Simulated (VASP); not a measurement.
# Pb (Im-3m) in VASP: further runs

Pb is run at these levels: PBEsol; tasks: single point.

All numbers are computed with VASP 6.6.1; they aren't measurements. Logs are shortened: lines on timing, memory, paths and dates and some standing lists are left out, and cuts for length are marked.

## 1. The cell of the first run

It takes space group Im-3m (No. 229, cubic). Conventional cell: a = 3.804 Å, b = 3.804 Å, c = 3.804 Å, α = 90.00°, β = 90.00°, γ = 90.00°. Pb (site symmetry m-3m) has 14 Pb at 3.29 to 3.80 Å within 4.3 Å.

## 2. Single point, PBEsol (volume scaled by 0.92)

The input, INCAR:

```
PREC = Accurate ; ENCUT = 520
EDIFF = 1E-6 ; ISMEAR = -1
SIGMA = 0.1 ; LREAL = False
LASPH = True ; NELM = 100
ALGO = Normal ; ISIF = 2
LWAVE = False ; LCHARG = False
GGA = PS ; NBANDS = 13
```

The input, KPOINTS:

```
Automatic mesh
0
Gamma
  13 13 13
```

The input, POSCAR:

```
Pb
1.0
   -1.9020107368      1.9020107368      1.9020107368
    1.9020107368     -1.9020107368      1.9020107368
    1.9020107368      1.9020107368     -1.9020107368
Pb
1
Direct
    0.0000000000      0.0000000000      0.0000000000
```

Potentials or basis: VASP PAW PBE potentials, release 64 (Pb_d).

The run is started by

```sh
$ cat potpaw_PBE.64/Pb_d/POTCAR > POTCAR
$ mpirun -np 1 vasp_std > vasp.out
```

OUTCAR:

```text
PREC = Accurate
   ENCUT = 520
   EDIFF = 1E-6
   ISMEAR = -1
   LREAL = False
   LASPH = True
   NELM = 100
   ISIF = 2
   GGA = PS

 ion  position               nearest neighbor table
   1  0.000  0.000  0.000-

  LATTYP: Found a body centered cubic cell.
 ALAT       =     3.8040214736

  Lattice vectors:

 A1 = (  -1.9020107368,   1.9020107368,   1.9020107368)
 A2 = (   1.9020107368,  -1.9020107368,   1.9020107368)
 A3 = (   1.9020107368,   1.9020107368,  -1.9020107368)

Analysis of symmetry for initial positions (statically):
=====================================================================
 Subroutine PRICEL returns:
 Original cell was already a primitive cell.

 Routine SETGRP: Setting up the symmetry group for a
 body centered cubic supercell.

 Subroutine GETGRP returns: Found 48 space group operations
 (whereof 48 operations were pure point group operations)
 out of a pool of 48 trial point group operations.

The static configuration has the point symmetry O_h .

Analysis of symmetry for dynamics (positions and initial velocities):
=====================================================================
 Subroutine PRICEL returns:
 Original cell was already a primitive cell.

 Routine SETGRP: Setting up the symmetry group for a
 body centered cubic supercell.

 Subroutine GETGRP returns: Found 48 space group operations
 (whereof 48 operations were pure point group operations)
 out of a pool of 48 trial point group operations.

The dynamic configuration has the point symmetry O_h .

 Subroutine INISYM returns: Found 48 space group operations
 (whereof 48 operations are pure point group operations),
 and found     1 'primitive' translations

----------------------------------------------------------------------------------------

                                     Primitive cell

  volume of cell :      27.5232

  direct lattice vectors                    reciprocal lattice vectors
    -1.902010737  1.902010737  1.902010737     0.000000000  0.262879694  0.262879694
     1.902010737 -1.902010737  1.902010737     0.262879694  0.000000000  0.262879694
     1.902010737  1.902010737 -1.902010737     0.262879694  0.262879694  0.000000000

  length of vectors
     3.294379233  3.294379233  3.294379233     0.371768028  0.371768028  0.371768028

  position of ions in fractional coordinates (direct lattice)
     0.000000000  0.000000000  0.000000000

  ion indices of the primitive-cell ions
   primitive index   ion index
                 1           1

----------------------------------------------------------------------------------------

 KPOINTS: Automatic mesh

Automatic generation of k-mesh.
 Grid dimensions read from file:
 generate k-points for:   13   13   13

 Generating k-lattice:

  Cartesian coordinates                     Fractional coordinates (reciprocal lattice)
     0.000000000  0.020221515  0.020221515     0.076923077  0.000000000  0.000000000
     0.020221515  0.000000000  0.020221515     0.000000000  0.076923077  0.000000000
     0.020221515  0.020221515  0.000000000     0.000000000  0.000000000  0.076923077

  Length of vectors
     0.028597541  0.028597541  0.028597541

  Shift w.r.t. Gamma in fractional coordinates (k-lattice)
     0.000000000  0.000000000  0.000000000

 Subroutine IBZKPT returns following result:
 ===========================================

 Found     84 irreducible k-points:

 Following reciprocal coordinates:
            Coordinates               Weight
  0.000000  0.000000  0.000000      1.000000
  0.076923  0.000000  0.000000     12.000000
  0.153846  0.000000  0.000000     12.000000
  0.230769  0.000000  0.000000     12.000000
  0.307692  0.000000  0.000000     12.000000
  0.384615  0.000000  0.000000     12.000000
[... 16 lines left out ...]
  0.153846  0.076923  0.076923     24.000000
  0.230769  0.076923  0.076923     24.000000
 [... further k-points ...]
   k-points           NKPTS =     84   k-points in BZ     NKDIM =     84   number of bands    NBANDS=     13
   number of dos      NEDOS =    301   number of ions     NIONS =      1
   total plane-waves  NPLWV =  21952
   dimension x,y,z NGX =    28 NGY =   28 NGZ =   28
   dimension x,y,z NGXF=    56 NGYF=   56 NGZF=   56
   ions per type =               1
   NGX,Y,Z   is equivalent  to a cutoff of  14.13, 14.13, 14.13 a.u.
   NGXF,Y,Z  is equivalent  to a cutoff of  28.26, 28.26, 28.26 a.u.
 SYSTEM =  unknown system
   PREC   = accura    normal or accurate (medium, high low for compatibility)
   ISTART =      0    job   : 0-new  1-cont  2-samecut
   ICHARG =      2    charge: 1-file 2-atom 10-const
   ISPIN  =      1    spin polarized calculation?
   LNONCOLLINEAR =      F non collinear calculations
   LSORBIT =      F    spin-orbit coupling
   LASPH  =      T    aspherical Exc in radial PAW
   ENCUT  =  520.0 eV  38.22 Ry    6.18 a.u.   6.13  6.13  6.13*2*pi/ulx,y,z
   NELM   =    100;   NELMIN=  2; NELMDL= -5     # of ELM steps
   EDIFF  = 0.1E-05   stopping-criterion for ELM
   LREAL  =      F    real-space projection
   EDIFFG = 0.1E-04   stopping-criterion for IOM
   NSW    =      0    number of steps for IOM
   IBRION =     -1    ionic relax: 0-MD 1-quasi-New 2-CG
   NFREE  =      0    steps in history (QN), initial steepest desc. (CG)
   ISIF   =      2    stress and relaxation
   ISYM   =      2    0-nonsym 1-usesym 2-fastsym
   POTIM  = 0.5000    time-step for ionic-motion
   TEBEG  =    0.0;   TEEND  =   0.0 temperature during run
   PSTRESS=    0.0 pullay stress
   NELECT =      14.0000    total number of electrons
   NUPDOWN=      -1.0000    fix difference up-down
   EMIN   =  10.00;   EMAX   =-10.00  energy-range for DOS
   EFERMI =   0.00;   METHOD = LEGACY
   ISMEAR =    -1;   SIGMA  =   0.10  broadening in eV -4-tet -1-fermi 0-gaus
   EFERMI_NEDOS =   21; number of points for ismear=-14 and -15
   IALGO  =     38    algorithm
   IMIX   =      4    mixing-type and parameters
     AMIX     =   0.40;   BMIX     =  1.00
     AMIX_MAG =   1.60;   BMIX_MAG =  1.00
  volume/ion in A,a.u.               =      27.52       185.74
  Fermi-wavevector in a.u.,A,eV,Ry     =   1.306826  2.469544 23.235963  1.707795
  Thomas-Fermi vector in A             =   2.437602
   LORBIT       =      0    0 simple, 1 ext, 2 COOP (PROOUT), +10 PAW based schemes
   GGA     = PS    functional components
   LHFCALC =     F    Hartree Fock is set to
   AEXX    =    0.0000 exact exchange contribution
   IVDW    =     0    specifies the selected vdW correction
   LEPSILON=     F    determine dielectric tensor
   LRPA    =     F    only Hartree local field effects (RPA)
 non-spin polarized calculation
  energy-cutoff  :      520.00
  volume of cell :       27.52
 maximum number of plane-waves:       767
 NGX is ok and might be reduce to    28
   NGX = 13   NGY = 13   NGZ = 13

 number of electron      14.0000000 magnetization

 Free energy of the ion-electron system (eV)
  ---------------------------------------------------
  ext. energy  EPLUGINS =         0.00000000
  ---------------------------------------------------
  free energy    TOTEN  =        -3.93893491 eV

  energy without entropy =       -3.92234297  energy(sigma->0) =       -3.93063894

 E-fermi :   8.2281     XC(G=0): -10.8191

 val. band max:        8.1607670397   @ k =  -0.4615   0.4615   0.3846
 cond. band min:       8.2701556956   @ k =  -0.4615  -0.4615   0.2308
 fundamental gap:      0.1093886560
 Fermi energy:         8.2281442183

 k-point     1 :       0.0000    0.0000    0.0000
  band No.  band energies     occupation
      1      -8.9111      2.00000
      2      -8.9111      2.00000
      3      -8.9111      2.00000
      4      -8.5941      2.00000
      5      -8.5941      2.00000
      6      -4.2347      2.00000
      7      16.7883      0.00000
      8      16.7883      0.00000
      9      16.7883      0.00000
     10      19.4771      0.00000
     11      19.4771      0.00000
     12      19.4771      0.00000
     13      21.6839      0.00000

 k-point     2 :       0.0769    0.0000    0.0000
  band No.  band energies     occupation
      1      -8.9178      2.00000
      2      -8.9036      2.00000
      3      -8.8831      2.00000
      4      -8.6015      2.00000
      5      -8.5945      2.00000
      6      -4.1015      2.00000
      7      15.4129      0.00000
      8      16.3064      0.00000
      9      16.5631      0.00000
     10      18.8269      0.00000
     11      19.2564      0.00000
     12      19.3946      0.00000
     13      22.2683      0.00000

 k-point     3 :       0.1538    0.0000    0.0000
  band No.  band energies     occupation
      1      -8.9366      2.00000
      2      -8.8875      2.00000
      3      -8.8048      2.00000
      4      -8.6198      2.00000
      5      -8.5958      2.00000
      6      -3.6999      2.00000
      7      12.8538      0.00000
      8      15.2550      0.00000
      9      15.9393      0.00000
     10      17.9937      0.00000
     11      18.8117      0.00000
     12      19.5502      0.00000
     13      22.5464      0.00000
[... 305 lines left out ...]
 k-point    23 :       0.1538    0.0769    0.0769
  band No.  band energies     occupation
      1      -8.9485      2.00000
      2      -8.9059      2.00000
      3      -8.6595      2.00000
      4      -8.6240      2.00000
      5      -8.6053      2.00000
      6      -2.7599      2.00000
      7       9.8979      0.00000
      8      12.7437      0.00000
      9      13.5251      0.00000
     10      19.5094      0.00000
     11      20.0511      0.00000
     12      20.5339      0.00000
     13      22.7462      0.00000

 k-point    24 :       0.2308    0.0769    0.0769
  band No.  band energies     occupation
      1      -8.9742      2.00000
      2      -8.8936      2.00000
      3      -8.6320      2.00000
      4      -8.6021      2.00000
      5      -8.5689      2.00000
      6      -1.8422      2.00000
      7       7.7356      1.98559
      8      11.5649      0.00000
      9      12.8388      0.00000
     10      19.1131      0.00000
     11      19.9286      0.00000
     12      21.3919      0.00000
     13      23.0936      0.00000

 [... further k-points ...]

------------------------ aborting loop because EDIFF is reached ----------------------------------------

  FORCE on cell =-STRESS in cart. coord.  units (eV):
  Direction    XX          YY          ZZ          XY          YZ          ZX
  --------------------------------------------------------------------------------------
  -------------------------------------------------------------------------------------
  Total        0.8039895      0.8039895      0.8039895     -0.0000000     -0.0000000      0.0000000
  in kB       46.8017502     46.8017502     46.8017502     -0.0000000     -0.0000000      0.0000000
  external PRESSURE =      46.8017502 kB  Pullay stress =       0.0000000 kB

 VOLUME and BASIS-vectors are now :
 -----------------------------------------------------------------------------
  energy-cutoff  :      520.00
  volume of cell :       27.52
      direct lattice vectors                 reciprocal lattice vectors
    -1.902010737  1.902010737  1.902010737     0.000000000  0.262879694  0.262879694
     1.902010737 -1.902010737  1.902010737     0.262879694  0.000000000  0.262879694
     1.902010737  1.902010737 -1.902010737     0.262879694  0.262879694  0.000000000

 POSITION                                       TOTAL-FORCE (eV/Angst)
 -----------------------------------------------------------------------------------
      0.00000      0.00000      0.00000        -0.000000     -0.000000     -0.000000
 -----------------------------------------------------------------------------------
    total drift:                               -0.000000     -0.000000     -0.000000

  FREE ENERGIE OF THE ION-ELECTRON SYSTEM (eV)
  ---------------------------------------------------
  free  energy   TOTEN  =        -3.9389349053 eV

  energy  without entropy=       -3.9223429721  energy(sigma->0) =       -3.93063894
```

It took 36 s on 1 thread of Intel Xeon Platinum 8259CL at 2.50GHz (Skylake/Cascade Lake), shared host; peak memory 0.17 GiB.

What came out:

* Free energy: -3.9389 eV
* Pressure: 4.7 GPa
* Band gap on the k mesh: zero (band 7 reaches 16.79 eV, above the bottom of band 8 at 6.03 eV)

Levels at points of the mesh, in eV from the Fermi level:
```
           k point  band 5  band 6  band 7  band 8  band 9  band 10
(0.00, 0.00, 0.00)  -16.82  -12.46    8.56    8.56    8.56    11.25
```

Caveat: the PAW data sets were made with another functional, which shifts forces and pressure a little; spin-orbit coupling is left out, which moves the levels of the heavy elements.

## 3. Single point, PBEsol (volume scaled by 0.96)

The input, INCAR:

```
PREC     = Accurate       # precision mode
ENCUT    = 520            # plane-wave cutoff, eV
EDIFF    = 1E-7           # SCF threshold, eV
ISMEAR   = -1             # smearing method
SIGMA    = 0.1            # smearing width, eV
LREAL    = False          # projectors in reciprocal space
LASPH    = True           # aspherical terms in the spheres
NELM     = 100            # most SCF steps
ALGO     = Normal         # electronic algorithm
ISIF     = 2              # what is computed and relaxed
LWAVE    = False          # write WAVECAR
LCHARG   = True           # write CHGCAR
GGA      = PS             # functional
LELF     = True           # ELF
LVHAR    = True         
NBANDS   = 13             # bands
```

The input, KPOINTS:

```
regular mesh
0
Gamma
  13 13 13
```

The input, POSCAR:

```
Pb
1.0
   -1.9291859903      1.9291859903      1.9291859903
    1.9291859903     -1.9291859903      1.9291859903
    1.9291859903      1.9291859903     -1.9291859903
Pb
1
Direct
    0.0000000000      0.0000000000      0.0000000000
```

Potentials or basis: VASP PAW PBE potentials, release 64 (Pb_d).

The run is started by

```sh
$ cat potpaw_PBE.64/Pb_d/POTCAR > POTCAR
$ mpirun -np 1 vasp_std > vasp.out
```

OUTCAR:

```text
PREC = Accurate
   ENCUT = 520
   EDIFF = 1E-7
   ISMEAR = -1
   LREAL = False
   LASPH = True
   NELM = 100
   ISIF = 2
   GGA = PS

 ion  position               nearest neighbor table
   1  0.000  0.000  0.000-

  LATTYP: Found a body centered cubic cell.
 ALAT       =     3.8583719806

  Lattice vectors:

 A1 = (  -1.9291859903,   1.9291859903,   1.9291859903)
 A2 = (   1.9291859903,  -1.9291859903,   1.9291859903)
 A3 = (   1.9291859903,   1.9291859903,  -1.9291859903)

Analysis of symmetry for initial positions (statically):
=====================================================================
 Subroutine PRICEL returns:
 Original cell was already a primitive cell.

 Routine SETGRP: Setting up the symmetry group for a
 body centered cubic supercell.

 Subroutine GETGRP returns: Found 48 space group operations
 (whereof 48 operations were pure point group operations)
 out of a pool of 48 trial point group operations.

The static configuration has the point symmetry O_h .

[... 165 lines left out ...]
 k-point     1 :       0.0000    0.0000    0.0000
  band No.  band energies     occupation
      1      -9.3740      2.00000
      2      -9.3740      2.00000
      3      -9.3740      2.00000
      4      -9.0918      2.00000
      5      -9.0918      2.00000
      6      -4.4293      2.00000
      7      15.8642      0.00000
      8      15.8642      0.00000
      9      15.8642      0.00000
     10      18.9109      0.00000
     11      18.9109      0.00000
     12      18.9109      0.00000
     13      20.4529      0.00000
[... 354 lines left out ...]
  band No.  band energies     occupation
      1      -9.4284      2.00000
      2      -9.3543      2.00000
      3      -9.1257      2.00000
      4      -9.0997      2.00000
      5      -9.0681      2.00000
      6      -2.1556      2.00000
      7       7.1837      1.99041
      8      10.9389      0.00000
      9      12.2061      0.00000
     10      18.2688      0.00000
     11      19.1704      0.00000
     12      20.5984      0.00000
     13      22.2529      0.00000

 [... further k-points ...]

------------------------ aborting loop because EDIFF is reached ----------------------------------------

  FORCE on cell =-STRESS in cart. coord.  units (eV):
  Direction    XX          YY          ZZ          XY          YZ          ZX
  --------------------------------------------------------------------------------------
  -------------------------------------------------------------------------------------
  Total        0.3603847      0.3603847      0.3603847      0.0000000      0.0000000      0.0000000
  in kB       20.1045650     20.1045650     20.1045650      0.0000000      0.0000000      0.0000000
  external PRESSURE =      20.1045650 kB  Pullay stress =       0.0000000 kB

 VOLUME and BASIS-vectors are now :
 -----------------------------------------------------------------------------
  energy-cutoff  :      520.00
  volume of cell :       28.72
      direct lattice vectors                 reciprocal lattice vectors
    -1.929185990  1.929185990  1.929185990     0.000000000  0.259176670  0.259176670
     1.929185990 -1.929185990  1.929185990     0.259176670  0.000000000  0.259176670
     1.929185990  1.929185990 -1.929185990     0.259176670  0.259176670  0.000000000

 POSITION                                       TOTAL-FORCE (eV/Angst)
 -----------------------------------------------------------------------------------
      0.00000      0.00000      0.00000         0.000000     -0.000000     -0.000000
 -----------------------------------------------------------------------------------
    total drift:                               -0.000000     -0.000000     -0.000000

  FREE ENERGIE OF THE ION-ELECTRON SYSTEM (eV)
  ---------------------------------------------------
  free  energy   TOTEN  =        -3.9642556337 eV

  energy  without entropy=       -3.9469796861  energy(sigma->0) =       -3.95561766
```

OSZICAR:

```text
N       E                     dE             d eps       ncg     rms          rms(c)
DAV:   1     0.105710314649E+03    0.10571E+03   -0.71376E+03  2219   0.128E+03
DAV:   2     0.965807213470E+00   -0.10474E+03   -0.10166E+03  2324   0.311E+02
DAV:   3    -0.387110122665E+01   -0.48369E+01   -0.48176E+01  2715   0.720E+01
DAV:   4    -0.397973076427E+01   -0.10863E+00   -0.10860E+00  2612   0.113E+01
DAV:   5    -0.398458937393E+01   -0.48586E-02   -0.48585E-02  2975   0.225E+00    0.654E-01
DAV:   6    -0.396856694270E+01    0.16022E-01   -0.20330E-02  2814   0.261E+00    0.304E-01
DAV:   7    -0.396453483405E+01    0.40321E-02   -0.80779E-03  2778   0.151E+00    0.929E-02
DAV:   8    -0.396425761284E+01    0.27722E-03   -0.44797E-04  3365   0.349E-01    0.936E-03
DAV:   9    -0.396425578446E+01    0.18284E-05   -0.72385E-06  2828   0.485E-02    0.456E-03
DAV:  10    -0.396425563965E+01    0.14481E-06   -0.56092E-07  2669   0.812E-03    0.129E-04
DAV:  11    -0.396425563369E+01    0.59536E-08   -0.93088E-09  1577   0.982E-04
   1 F= -.39642556E+01 E0= -.39556177E+01  d E =-.172759E-01
```

It took 40 s on 1 thread of Intel Xeon Platinum 8259CL at 2.50GHz (Skylake/Cascade Lake), shared host; peak memory 0.17 GiB.

Results:

| Property | Result |
| --- | --- |
| Free energy | -3.9643 eV |
| Pressure | 2.0 GPa |
| Band gap on the k mesh | zero (band 7 reaches 15.86 eV, above the bottom of band 8 at 5.63 eV) |

Levels at points of the mesh, in eV from the Fermi level:
```
           k point  band 3  band 4  band 5  band 6  band 7  band 8  band 9  band 10  band 11  band 12
(0.00, 0.00, 0.00)  -17.09  -16.81  -16.81  -12.15    8.15    8.15    8.15    11.19    11.19    11.19
```

Caveat: the PAW data sets were made with another functional, which shifts forces and pressure a little; spin-orbit coupling is left out, which moves the levels of the heavy elements.

(Continued in part 2 of 2.)
